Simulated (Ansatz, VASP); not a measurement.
One calculation of Ge, two programs

INCAR

```
SYSTEM = Ge
ALGO     = Normal         ! electronic algorithm
EDIFF    = 1E-6           ! SCF threshold, eV
EDIFFG   = -0.01          ! ionic threshold
ENCUT    = 600            ! plane-wave cutoff, eV
GGA      = RE             ! functional
IBRION   = 2              ! ionic algorithm
ISIF     = 3              ! what is computed and relaxed
ISMEAR   = -1             ! smearing method
IVDW     = 12             ! dispersion correction
LASPH    = .True.         ! aspherical terms in the spheres
LCHARG   = .False.        ! write CHGCAR
LREAL    = .False.        ! projectors in reciprocal space
LWAVE    = .False.        ! write WAVECAR
NELM     = 60             ! most SCF steps
NSW      = 60             ! ionic steps
PREC     = Accurate       ! precision mode
SIGMA    = 0.05           ! smearing width, eV
```

File KPOINTS:

```
k-points
0
Gamma
  11 11 10
  0 0 0
```

File POSCAR:

```
Ge
1.0
    1.3971490000     -2.6005160000      0.0000000000
    1.3971490000      2.6005160000      0.0000000000
    0.0000000000      0.0000000000      2.6982310000
Ge
1
Direct
    0.5000000000      0.5000000000      0.0000000000
```

File input.yaml:

```yaml
crystal:
  lattice:
    - [1.397149, -2.600516, 0.0]
    - [1.397149, 2.600516, 0.0]
    - [0.0, 0.0, 2.698231]
  atoms:
    - { symbol: Ge, position: [0.5, 0.5, 0.0] }
hamiltonian:
  xc: revpbe
  pseudopotentials: { kind: paw }
  dispersion: d3bj
kpoints:
  mp_grid: { grid: [11, 11, 10] }
scf:
  occupations: { method: fermi_dirac, width: 0.05 }
output:
  forces: true
  stress: true
  eigenvalues: true
relax:
  f_tol: 0.01
  max_steps: 40
  cell: { stress_tol: 0.05 }
```

Alike in both runs: task relaxation of cell and atoms; functional revPBE; dispersion D3(BJ); k mesh 11 × 11 × 10; occupations fermi-dirac, width 0.05 eV; no spin polarisation.

```csv
,VASP,Ansatz
version,VASP 6.6.1,Ansatz 0.2.0
potentials or method,"VASP PAW PBE potentials, release 64 (Ge_d)",Ansatz PAW
plane-wave cutoff (eV),600,420
valence electrons in the cell,14,14
```

VASP gave:

```
gap on the k mesh at the Fermi level, each at its own relaxed structure (eV) : none
relaxed volume (Å³/atom)                                                     : 18.19
relaxed cell length with the largest relative difference (Å)                 : 2.809
```

Task: What did Ansatz give for the same quantities?

Result: gap on the k mesh at the Fermi level, each at its own relaxed structure (eV): none; relaxed volume (Å³/atom): 18.18; relaxed cell length with the largest relative difference (Å): 2.808.

VASP's potentials were made for PBE, not for revPBE. A gap of «none» marks a metal or a gap that the smearing closes.

Noted on Ansatz's run: the plane-wave basis is chosen anew once the cell has moved, so the energies of steps on either side of that aren't comparable.
